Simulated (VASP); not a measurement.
Write the native input for VASP 6.6.1 that does the following.

* Task: single point
* Functional: r2SCAN
* Potentials or basis: VASP PAW PBE potentials, release 64 (Au)
* Cutoff: 520 eV
* k mesh: 11 × 11 × 11
* Occupations: tetrahedron
* Spin: no spin polarisation
* Hubbard terms: Au d U = 5.0 eV
* Dipole correction: no
* Further INCAR settings: ALGO = Normal; EDIFF = 1e-06; NBANDS = 12

Crystal: Au.

```
CELL_PARAMETERS angstrom
0.01348 2.04410 2.06994
2.03174 0.01851 2.06491
2.02495 2.03228 0.02530
ATOMIC_POSITIONS crystal
Au 0.04032 0.97014 0.00578
```

This cell differs from its parent crystal: the cell strained at random.

One way to write it, as run:

POSCAR

```
Au
1.0
    0.0134790000      2.0440970000      2.0699420000
    2.0317370000      0.0185070000      2.0649130000
    2.0249480000      2.0322790000      0.0252960000
Au
1
Direct
    0.0403180000     -0.0298650000      0.0057790000
```

INCAR.step1

```
PREC = Accurate ; ENCUT = 520
ISMEAR = -5 ; SIGMA = 0.05
LREAL = False ; LASPH = True
NELM = 150 ; LMAXMIX = 4
LDAU = True ; LDAUTYPE = 2
LDAUL = 2 ; LDAUU = 5
LDAUJ = 0 ; NBANDS = 12
GGA = PE ; ALGO = Normal
EDIFF = 1E-4 ; LWAVE = True
LCHARG = False
```

INCAR.step2

```
PREC = Accurate ; ENCUT = 520
EDIFF = 1E-6 ; ISMEAR = -5
SIGMA = 0.05 ; LREAL = False
LASPH = True ; NELM = 150
ALGO = Normal ; ISIF = 2
LWAVE = False ; LCHARG = True
LMAXMIX = 4 ; LDAU = True
LDAUTYPE = 2 ; LDAUL = 2
LDAUU = 5 ; LDAUJ = 0
LDAUPRINT = 1 ; METAGGA = R2SCAN
LMIXTAU = True ; LELF = True
LVHAR = True ; NBANDS = 12
ISTART = 1
```

KPOINTS

```
Automatic mesh
0
Gamma
  11 11 11
```

Potentials or basis: VASP PAW PBE potentials, release 64 (Au).

The run is started by

```sh
$ cat potpaw_PBE.64/Au/POTCAR > POTCAR
$ cp INCAR.step1 INCAR
$ mpirun -np 1 vasp_std > vasp.out
$ cp INCAR.step2 INCAR
$ mpirun -np 1 vasp_std > vasp.out
```

It gave:

- Pressure: 4.2 GPa

Caveat: the cell differs from its parent crystal (the cell strained at random); the PAW data sets were made with another functional, which shifts forces and pressure a little; U without spin polarisation on a metal has little footing; the U is typed as a test and isn't derived for this compound; tetrahedron occupations give inexact forces and stress in metals.

Wall time 6.1 min on 1 thread of AMD EPYC 9R45 96-Core Processor (Zen 5), on a shared host, peak memory 0.23 GiB.
